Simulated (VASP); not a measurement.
Input of a VASP 6.6.1 run:

The input INCAR:

```
PREC = Accurate ; ENCUT = 520
EDIFF = 1E-7 ; ISMEAR = -1
SIGMA = 0.05 ; LREAL = False
LASPH = True ; NELM = 60
ALGO = Fast ; ISIF = 2
LWAVE = False ; LCHARG = False
NBANDS = 18
```

The input KPOINTS:

```
regular mesh
0
Gamma
  11 11 11
```

The input POSCAR:

```
CuAu
1.0
    1.4430568479      0.8331492596      4.2561707609
   -1.4430568479      0.8331492596      4.2561707609
    0.0000000000     -1.6662985192      4.2561707609
Au Cu
1 1
Direct
    0.0000000000      0.0000000000      0.0000000000
    0.5000000000      0.5000000000      0.5000000000
```

Potentials or basis: VASP PAW LDA potentials, release 64 (Au, Cu).

Command:

```sh
$ cat potpaw_LDA.64/Au/POTCAR potpaw_LDA.64/Cu/POTCAR > POTCAR
$ mpirun -np 1 vasp_std > vasp.out
```

Problem. What does it give for the band gap on the k mesh?

Solution. Zero (bands 11 and 12 overlap by 4.23 eV).

Problem. Predict the pressure.

Solution. -12.3 GPa.

Stress tensor (GPa, compression positive):
```
-12.49   0.00   0.00
  0.00 -12.49   0.00
  0.00   0.00 -11.80
```

Caveat: the cell stands under tension; spin-orbit coupling is left out, which moves the levels of the heavy elements.
